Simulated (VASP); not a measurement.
# HfB2 (Pnn2) in VASP: relaxation of cell and atoms with PBE

Aim: the relaxation of cell and atoms of HfB2 with PBE.

Everything below comes from runs of VASP 6.6.1. Logs are shortened: lines on timing, memory, paths and dates and some standing lists are left out, and cuts for length are marked.

## Step 1: The cell of the first run

The structure is orthorhombic, space group Pnn2 (No. 34). Conventional cell: a = 2.767 Å, b = 5.386 Å, c = 4.060 Å, α = 90.00°, β = 90.00°, γ = 90.00°. Hf (site symmetry 2) has 10 B at 1.95 to 2.82 Å and 2 Hf at 2.77 Å within 2.9 Å. Within 2.9 Å of B (site symmetry 1) lie 5 Hf at 1.95 to 2.82 Å and 8 B at 2.27 to 2.77 Å.

The cell was built from a structure type or drawn by symmetry, and may not be a known phase.

## Step 2: Relaxation of cell and atoms, PBE

INCAR reads:

```
  PREC = Accurate
  ENCUT = 500
  EDIFF = 1E-7
  ISMEAR = 0
  SIGMA = 0.1
  LREAL = F
  LASPH = T
  NELM = 120
  ALGO = Normal
  ISIF = 3
  LWAVE = F
  LCHARG = F
  GGA = PE
  IBRION = 2
  NSW = 90
  EDIFFG = -0.04
  GGA_COMPAT = F
  NELMIN = 4
```

KPOINTS reads:

```
regular mesh
0
Gamma
  6 4 4
```

POSCAR reads:

```
HfB2
1.0
    2.7672280254      0.0000000000      0.0000000000
    0.0000000000      5.3858017660      0.0000000000
    0.0000000000      0.0000000000      4.0603291699
Hf B
2 4
Direct
    0.0000000000      0.0000000000      0.1666666667
    0.5000000000      0.5000000000      0.6666666667
    0.2500000000      0.3333333333      0.2500000000
    0.7500000000      0.6666666667      0.2500000000
    0.7500000000      0.1666666667      0.7500000000
    0.2500000000      0.8333333333      0.7500000000
```

Potentials or basis: VASP PAW PBE potentials, release 64 (Hf_pv, B).

Started as:

```bash
$ cat potpaw_PBE.64/Hf_pv/POTCAR potpaw_PBE.64/B/POTCAR > POTCAR
$ mpirun -np 1 vasp_std > vasp.out
```

OUTCAR:

```text
PREC = Accurate
   ENCUT = 500
   EDIFF = 1E-7
   ISMEAR = 0
   LREAL = F
   LASPH = T
   NELM = 120
   ISIF = 3
   GGA = PE
   IBRION = 2
   NSW = 90
   EDIFFG = -0.04
   NELMIN = 4

 ion  position               nearest neighbor table
   1  0.000  0.000  0.167-   3 1.95   4 1.95   5 2.04   6 2.04   5 2.63   6 2.63   4 2.76   3 2.76
                             5 2.82   6 2.82   2 3.65   2 3.65   2 3.65   2 3.65   2 3.65   2 3.65
   2  0.500  0.500  0.667-   5 1.95   6 1.95   3 2.04   4 2.04   3 2.63   4 2.63   6 2.76   5 2.76
                             4 2.82   3 2.82   1 3.65   1 3.65   1 3.65   1 3.65   1 3.65   1 3.65
   3  0.250  0.333  0.250-   1 1.95   2 2.04   2 2.63   1 2.76   2 2.82
   4  0.750  0.667  0.250-   1 1.95   2 2.04   2 2.63   1 2.76   2 2.82
   5  0.750  0.167  0.750-   2 1.95   1 2.04   1 2.63   2 2.76   1 2.82
   6  0.250  0.833  0.750-   2 1.95   1 2.04   1 2.63   2 2.76   1 2.82

  LATTYP: Found a simple orthorhombic cell.
 ALAT       =     2.7672280254
 B/A-ratio  =     1.4672911421
 C/A-ratio  =     1.9462804354

  Lattice vectors:

 A1 = (  -2.7672280254,   0.0000000000,   0.0000000000)
 A2 = (   0.0000000000,   0.0000000000,   4.0603291699)
 A3 = (   0.0000000000,   5.3858017660,   0.0000000000)

Analysis of symmetry for initial positions (statically):
=====================================================================
 Subroutine PRICEL returns:
 Original cell was already a primitive cell.

 Routine SETGRP: Setting up the symmetry group for a
 simple orthorhombic supercell.

 Subroutine GETGRP returns: Found  4 space group operations
 (whereof  2 operations were pure point group operations)
 out of a pool of  8 trial point group operations.

The static configuration has the point symmetry C_2 .
 The point group associated with its full space group is C_2v.

Analysis of symmetry for dynamics (positions and initial velocities):
=====================================================================
 Subroutine PRICEL returns:
 Original cell was already a primitive cell.

 Routine SETGRP: Setting up the symmetry group for a
 simple orthorhombic supercell.

 Subroutine GETGRP returns: Found  4 space group operations
 (whereof  2 operations were pure point group operations)
 out of a pool of  8 trial point group operations.

The dynamic configuration has the point symmetry C_2 .
 The point group associated with its full space group is C_2v.

 Subroutine INISYM returns: Found  4 space group operations
 (whereof  2 operations are pure point group operations),
 and found     1 'primitive' translations

----------------------------------------------------------------------------------------

                                     Primitive cell

  volume of cell :      60.5141

  direct lattice vectors                    reciprocal lattice vectors
     2.767228025  0.000000000  0.000000000     0.361372460  0.000000000  0.000000000
     0.000000000  5.385801766  0.000000000     0.000000000  0.185673377  0.000000000
     0.000000000  0.000000000  4.060329170     0.000000000  0.000000000  0.246285451

  length of vectors
     2.767228025  5.385801766  4.060329170     0.361372460  0.185673377  0.246285451

  position of ions in fractional coordinates (direct lattice)
     0.000000000  0.000000000  0.166666667
     0.500000000  0.500000000  0.666666667
     0.250000000  0.333333333  0.250000000
     0.750000000  0.666666667  0.250000000
     0.750000000  0.166666667  0.750000000
     0.250000000  0.833333333  0.750000000

  ion indices of the primitive-cell ions
   primitive index   ion index
                 1           1
                 2           2
                 3           3
                 4           4
                 5           5
                 6           6

----------------------------------------------------------------------------------------

 KPOINTS: regular mesh

Automatic generation of k-mesh.
 Grid dimensions read from file:
 generate k-points for:    6    4    4

 Generating k-lattice:

  Cartesian coordinates                     Fractional coordinates (reciprocal lattice)
     0.060228743  0.000000000  0.000000000     0.166666667  0.000000000  0.000000000
     0.000000000  0.046418344  0.000000000     0.000000000  0.250000000  0.000000000
     0.000000000  0.000000000  0.061571363     0.000000000  0.000000000  0.250000000

  Length of vectors
     0.060228743  0.046418344  0.061571363

  Shift w.r.t. Gamma in fractional coordinates (k-lattice)
     0.000000000  0.000000000  0.000000000

 Subroutine IBZKPT returns following result:
 ===========================================

 Found     36 irreducible k-points:

 Following reciprocal coordinates:
            Coordinates               Weight
  0.000000  0.000000  0.000000      1.000000
  0.166667  0.000000  0.000000      2.000000
  0.333333  0.000000  0.000000      2.000000
  0.500000  0.000000  0.000000      1.000000
  0.000000  0.250000  0.000000      2.000000
  0.166667  0.250000  0.000000      4.000000
[... 16 lines left out ...]
  0.333333  0.500000  0.250000      4.000000
  0.500000  0.500000  0.250000      2.000000
 [... further k-points ...]
   k-points           NKPTS =     36   k-points in BZ     NKDIM =     36   number of bands    NBANDS=     20
   number of dos      NEDOS =    301   number of ions     NIONS =      6
   total plane-waves  NPLWV =  24000
   dimension x,y,z NGX =    20 NGY =   40 NGZ =   30
   dimension x,y,z NGXF=    40 NGYF=   80 NGZF=   60
   ions per type =               2   4
   NGX,Y,Z   is equivalent  to a cutoff of  12.02, 12.35, 12.28 a.u.
   NGXF,Y,Z  is equivalent  to a cutoff of  24.03, 24.69, 24.57 a.u.
 SYSTEM =  unknown system
   PREC   = accura    normal or accurate (medium, high low for compatibility)
   ISTART =      0    job   : 0-new  1-cont  2-samecut
   ICHARG =      2    charge: 1-file 2-atom 10-const
   ISPIN  =      1    spin polarized calculation?
   LNONCOLLINEAR =      F non collinear calculations
   LSORBIT =      F    spin-orbit coupling
   LASPH  =      T    aspherical Exc in radial PAW
   ENCUT  =  500.0 eV  36.75 Ry    6.06 a.u.   5.05  9.82  7.40*2*pi/ulx,y,z
   NELM   =    120;   NELMIN=  4; NELMDL= -5     # of ELM steps
   EDIFF  = 0.1E-06   stopping-criterion for ELM
   LREAL  =      F    real-space projection
   EDIFFG = -.4E-01   stopping-criterion for IOM
   NSW    =     90    number of steps for IOM
   IBRION =      2    ionic relax: 0-MD 1-quasi-New 2-CG
   NFREE  =      1    steps in history (QN), initial steepest desc. (CG)
   ISIF   =      3    stress and relaxation
   ISYM   =      2    0-nonsym 1-usesym 2-fastsym
   POTIM  = 0.5000    time-step for ionic-motion
   TEBEG  =    0.0;   TEEND  =   0.0 temperature during run
   PSTRESS=    0.0 pullay stress
   NELECT =      32.0000    total number of electrons
   NUPDOWN=      -1.0000    fix difference up-down
   EMIN   =  10.00;   EMAX   =-10.00  energy-range for DOS
   EFERMI =   0.00;   METHOD = LEGACY
   ISMEAR =     0;   SIGMA  =   0.10  broadening in eV -4-tet -1-fermi 0-gaus
   EFERMI_NEDOS =   21; number of points for ismear=-14 and -15
   IALGO  =     38    algorithm
   IMIX   =      4    mixing-type and parameters
     AMIX     =   0.40;   BMIX     =  1.00
     AMIX_MAG =   1.60;   BMIX_MAG =  1.00
  volume/ion in A,a.u.               =      10.09        68.06
  Fermi-wavevector in a.u.,A,eV,Ry     =   1.323852  2.501717 23.845340  1.752583
  Thomas-Fermi vector in A             =   2.453429
   LORBIT       =      0    0 simple, 1 ext, 2 COOP (PROOUT), +10 PAW based schemes
   GGA     = PE    functional components
   LHFCALC =     F    Hartree Fock is set to
   AEXX    =    0.0000 exact exchange contribution
   IVDW    =     0    specifies the selected vdW correction
   LEPSILON=     F    determine dielectric tensor
   LRPA    =     F    only Hartree local field effects (RPA)
 conjugate gradient relaxation of ions
 non-spin polarized calculation
 Gauss-broadening in eV      SIGMA  =   0.10
  energy-cutoff  :      500.00
  volume of cell :       60.51
 maximum number of plane-waves:      1556
   NGX = 11   NGY = 19   NGZ = 15

--------------------------------------- Ionic step        1  -------------------------------------------

 number of electron      32.0000003 magnetization

 Free energy of the ion-electron system (eV)
  ---------------------------------------------------
  ext. energy  EPLUGINS =         0.00000000
  ---------------------------------------------------
  free energy    TOTEN  =       -34.66646818 eV

  energy without entropy =      -34.65631137  energy(sigma->0) =      -34.66138977

------------------------ aborting loop because EDIFF is reached ----------------------------------------

  FORCE on cell =-STRESS in cart. coord.  units (eV):
  Direction    XX          YY          ZZ          XY          YZ          ZX
  --------------------------------------------------------------------------------------
  -------------------------------------------------------------------------------------
  Total       17.0297682     34.8193328     21.3895175      0.0000000      0.0000000      0.0000000
  in kB      450.8818606    921.8801684    566.3110240      0.0000000      0.0000000      0.0000000
  external PRESSURE =     646.3576843 kB  Pullay stress =       0.0000000 kB
[... 27 lines left out ...]
--------------------------------------- Ionic step        2  -------------------------------------------

 number of electron      31.9999993 magnetization

 E-fermi :   2.8219     XC(G=0): -10.1633

 val. band max:        2.8136393854   @ k =   0.5000   0.5000   0.2500
 cond. band min:       2.8323448706   @ k =   0.1667   0.5000   0.0000
 fundamental gap:      0.0187054852
 Fermi energy:         2.8219455443

 k-point     1 :       0.0000    0.0000    0.0000
  band No.  band energies     occupation
      1     -28.2847      2.00000
      2     -28.2634      2.00000
      3     -28.1928      2.00000
      4     -28.1839      2.00000
      5     -27.9767      2.00000
      6     -27.9750      2.00000
[... 616 lines left out ...]
  FREE ENERGIE OF THE ION-ELECTRON SYSTEM (eV)
  ---------------------------------------------------
  free  energy   TOTEN  =       -40.7209616225 eV

  energy  without entropy=      -40.7081883119  energy(sigma->0) =      -40.71457497

[... ionic steps 4 to 20 ...]

--------------------------------------- Ionic step       21  -------------------------------------------

 number of electron      32.0000004 magnetization

------------------------ aborting loop because EDIFF is reached ----------------------------------------
[... 75 lines left out ...]
--------------------------------------- Ionic step       23  -------------------------------------------

 number of electron      32.0000004 magnetization

 Free energy of the ion-electron system (eV)
  ---------------------------------------------------
  ext. energy  EPLUGINS =         0.00000000
  ---------------------------------------------------
  free energy    TOTEN  =       -46.98528420 eV

  energy without entropy =      -46.96680878  energy(sigma->0) =      -46.97604649

 E-fermi :   5.6461     XC(G=0): -11.4656

 val. band max:        5.6158927332   @ k =   0.3333   0.2500   0.0000
 cond. band min:       5.6487118173   @ k =   0.3333   0.2500   0.2500
 fundamental gap:      0.0328190841
 Fermi energy:         5.6460765266

 k-point     1 :       0.0000    0.0000    0.0000
  band No.  band energies     occupation
      1     -25.4642      2.00000
      2     -25.4629      2.00000
      3     -25.3481      2.00000
      4     -25.3472      2.00000
      5     -24.9541      2.00000
      6     -24.9224      2.00000
[... 576 lines left out ...]
  FREE ENERGIE OF THE ION-ELECTRON SYSTEM (eV)
  ---------------------------------------------------
  free  energy   TOTEN  =       -46.9852842050 eV

  energy  without entropy=      -46.9668087784  energy(sigma->0) =      -46.97604649

 reached required accuracy - stopping structural energy minimisation
```

Run time: 6.8 min. Hardware: 1 thread of AMD EPYC 7R13 (Zen 3), shared host; peak memory 0.16 GiB.

What came out:

```yaml
Free_energy: -46.9853 eV
Relaxed_volume: 12.22 Å³/atom
Relaxed_cell: a = 3.109 Å, b = 4.859 Å, c = 4.853 Å, α = 90.00°, β = 90.00°, γ = 90.00°
Space_group_after_relaxing_to_0.1_Å: I4/mmm (No. 139)
Energy_gained_by_relaxing: 2053.1 meV/atom
Ionic_steps: 23
Pressure_after_relaxing: 0.1 GPa
Largest_force_after_relaxing: 0.025 eV/Å
Band_gap_on_the_k_mesh: zero (bands 16 and 17 overlap by 2.01 eV)
```

Forces in eV/Å, atoms in the order of the input:
```
Hf   0.000  0.000 -0.020
Hf   0.000  0.000 -0.020
B    0.004  0.022  0.010
B   -0.004 -0.022  0.010
B    0.004 -0.022  0.010
B   -0.004  0.022  0.010
```

Stress tensor (GPa, compression positive):
```
 0.27  0.00  0.00
 0.00 -0.09  0.00
 0.00  0.00  0.17
```

Step by step:
```
step  energy change (eV)  largest force (eV/Å)  pressure (GPa)  volume (Å³)
   1              0.0000                5.9926           64.64        60.51
   2             -3.7540                1.4650          -25.43       103.21
   3             -6.0545                2.1828          -11.62        82.44
   4             -6.0825                2.3061           -9.35        80.89
   5             -6.0824                2.3850           -7.88        79.98
   6             -7.4905                2.3526           -4.69        76.00
   7             -7.6457                7.0271           40.30        64.65
   8             -8.5347                1.9820            5.63        71.24
   9             -8.6811                3.2869           18.32        68.08
  10             -8.7158                2.4788           13.40        69.14
  11             -9.3837                2.3681           13.07        69.57
  12            -11.0431                2.6373           13.42        70.55
  13            -11.2496                1.4262           12.38        71.00
  14            -11.6314                3.2193           11.97        70.99
  15            -11.9331                2.8953           -1.33        74.94
  16            -12.1316                1.0324            2.51        73.38
  17            -12.2232                0.6772           -1.57        74.41
  18            -12.2260                0.6447           -2.36        74.63
  19            -12.2715                0.4834           -1.79        74.23
  20            -12.3170                0.1441           -0.05        73.29
  21            -12.3179                0.1774            0.21        73.27
  22            -12.3183                0.0686            0.11        73.27
  23            -12.3188                0.0246            0.12        73.31
```

Final structure:
```yaml
crystal:
  lattice:
    - [3.10903, 0.00000, 0.00000]
    - [0.00000, 4.85915, 0.00000]
    - [0.00000, 0.00000, 4.85282]
  atoms:
    - { symbol: Hf, position: [0.00000, 0.00000, 0.22254] }
    - { symbol: Hf, position: [0.50000, 0.50000, 0.72254] }
    - { symbol: B, position: [0.24996, 0.49855, 0.22206] }
    - { symbol: B, position: [0.75004, 0.50145, 0.22206] }
    - { symbol: B, position: [0.74996, 0.00145, 0.72206] }
    - { symbol: B, position: [0.25004, 0.99855, 0.72206] }
```

Caveat: the k points lie up to 0.34 Å⁻¹ apart in the final cell, too coarse for converged energies and pressures of a metal; the volume moved by over 15 % at a fixed basis, so the end points are rough; spin-orbit coupling is left out, which moves the levels of the heavy elements.
